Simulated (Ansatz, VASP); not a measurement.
Given: the input of a run of VASP 6.6.1 on InSe.

INCAR

```
PREC = Accurate ; ENCUT = 520
EDIFF = 1E-7 ; ISMEAR = -1
SIGMA = 0.05 ; LREAL = False
LASPH = True ; NELM = 100
ALGO = Normal ; ISIF = 2
LWAVE = False ; LCHARG = False
GGA = PS ; IVDW = 12
NBANDS = 27
```

The input KPOINTS:

```
Automatic mesh
0
Gamma
  8 8 8
```

The input POSCAR:

```
InSe
1.0
    1.9591722174      1.1311286071      8.2677067576
   -1.9591722174      1.1311286071      8.2677067576
    0.0000000000     -2.2622572143      8.2677067576
In Se
2 2
Direct
    0.8886000000      0.8886000000      0.8886000000
    0.0000000000      0.0000000000      0.0000000000
    0.1719000000      0.1719000000      0.1719000000
    0.3835000000      0.3835000000      0.3835000000
```

Potentials or basis: VASP PAW PBE potentials, release 64 (In_d, Se).

Command:

```console
$ cat potpaw_PBE.64/In_d/POTCAR potpaw_PBE.64/Se/POTCAR > POTCAR
$ mpirun -np 1 vasp_std > vasp.out
```

Question: Set up the same calculation for Ansatz 0.2.0. Potentials there: Ansatz PAW.

Answer: As run (the cutoff follows the program's own potentials):

Contents of input.yaml:

```yaml
crystal:
  lattice:
    - [1.9591722174, 1.1311286071, 8.2677067576]
    - [-1.9591722174, 1.1311286071, 8.2677067576]
    - [0.0, -2.2622572143, 8.2677067576]
  atoms:
    - { symbol: In, position: [0.8886, 0.8886, 0.8886] }
    - { symbol: In, position: [0.0, 0.0, 0.0] }
    - { symbol: Se, position: [0.1719, 0.1719, 0.1719] }
    - { symbol: Se, position: [0.3835, 0.3835, 0.3835] }
hamiltonian:
  xc: pbesol
  pseudopotentials: { kind: paw }
  dispersion: d3bj
kpoints:
  mp_grid: { grid: [8, 8, 8] }
scf:
  occupations: { method: fermi_dirac, width: 0.05 }
output:
  forces: true
  stress: true
  eigenvalues: true
```

Potentials or basis: Ansatz PAW.

Launch:

```bash
$ ansatz run input.yaml --threads 2 --pin off --max-ram 5120MiB --backend cpu --events-out ev --progress --plain --runs-dir out
```

Both were run:

|  | VASP | Ansatz | Ansatz less VASP |
| --- | --- | --- | --- |
| gap on the k mesh at the Fermi level (eV) | 0.50 | 0.51 | +0.013 |
| least direct gap on the mesh (eV) | 0.50 | 0.51 | +0.013 |
| pressure (GPa) | 2.1 | 2.0 | -0.09 |
| traceless stress, the component that is largest in VASP (GPa) | -1.01 | -0.99 | +0.016 |
| rms of the force components (eV/Å) | 0.343 | 0.330 | -0.0136 |

VASP's potentials were made for PBE, not for PBEsol. Atom by atom the forces differ by 0.014 eV/Å (rms over components). VASP's potentials hold 38 valence electrons a cell and Ansatz's 58, so a difference there can come from the potentials and not from the codes.
